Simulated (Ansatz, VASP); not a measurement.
MgSiC2: VASP beside Ansatz

INCAR

```
PREC = Accurate ; ENCUT = 520
EDIFF = 1E-6 ; ISMEAR = 0
SIGMA = 0.1 ; LREAL = F
LASPH = T ; NELM = 100
ALGO = Normal ; ISIF = 2
LWAVE = F ; LCHARG = F
GGA = PE ; NBANDS = 15
```

Contents of KPOINTS:

```
Automatic mesh
0
Gamma
  6 6 6
```

Contents of POSCAR:

```
MgSiC2
1.0
    1.6433356400      0.9487802700      5.3691520800
   -1.6433356400      0.9487802700      5.3691520800
    0.0000000000     -1.8975605400      5.3691520800
Mg Si C
1 1 2
Direct
    0.5000000000      0.5000000000      0.5000000000
    0.0000000000      0.0000000000      0.0000000000
    0.2550981000      0.2550981000      0.2550981000
    0.7449019000      0.7449019000      0.7449019000
```

Input for Ansatz:

```yaml
crystal:
  lattice:
    - [1.64333564, 0.94878027, 5.36915208]
    - [-1.64333564, 0.94878027, 5.36915208]
    - [0.0, -1.89756054, 5.36915208]
  atoms:
    - { symbol: Mg, position: [0.5, 0.5, 0.5] }
    - { symbol: Si, position: [0.0, 0.0, 0.0] }
    - { symbol: C, position: [0.2550981, 0.2550981, 0.2550981] }
    - { symbol: C, position: [0.7449019, 0.7449019, 0.7449019] }
basis:
  ecutwfc: 420
kpoints:
  mp_grid: { grid: [6, 6, 6] }
hamiltonian:
  xc: pbe
scf:
  occupations: { method: gaussian, width: 0.1 }
  lower_state_search: "off"
output:
  forces: true
  stress: true
  eigenvalues: true
```

Change from the starting cell: species swapped into the YScS2 type (R-3m, No. 166).

Alike in both runs: task single point; functional PBE; k mesh 6 × 6 × 6; occupations gaussian, width 0.1 eV; no spin polarisation.

```csv
,VASP,Ansatz
version,VASP 6.6.1,Ansatz 0.2.0
potentials or method,"VASP PAW PBE potentials, release 64 (Mg, Si, C), cutoff 520 eV","scalar-relativistic, plane waves, PAW"
valence electrons in the cell,14,22
```

```tsv
	VASP	Ansatz	Ansatz less VASP
gap on the k mesh at the Fermi level (eV)	none	none	-
pressure (GPa)	-24.6	-24.5	+0.13
traceless stress, the component that is largest in VASP (GPa)	1.45	1.47	+0.017
rms of the force components (eV/Å)	0.887	0.894	+0.0069
```

Atom by atom the forces differ by 0.007 eV/Å (rms over components). A gap of «none» marks a metal or a gap that the smearing closes. VASP's potentials hold 14 valence electrons a cell and Ansatz's 22, so a difference there can come from the potentials and not from the codes.

The k mesh is coarse, so the values compare programs but aren't converged.
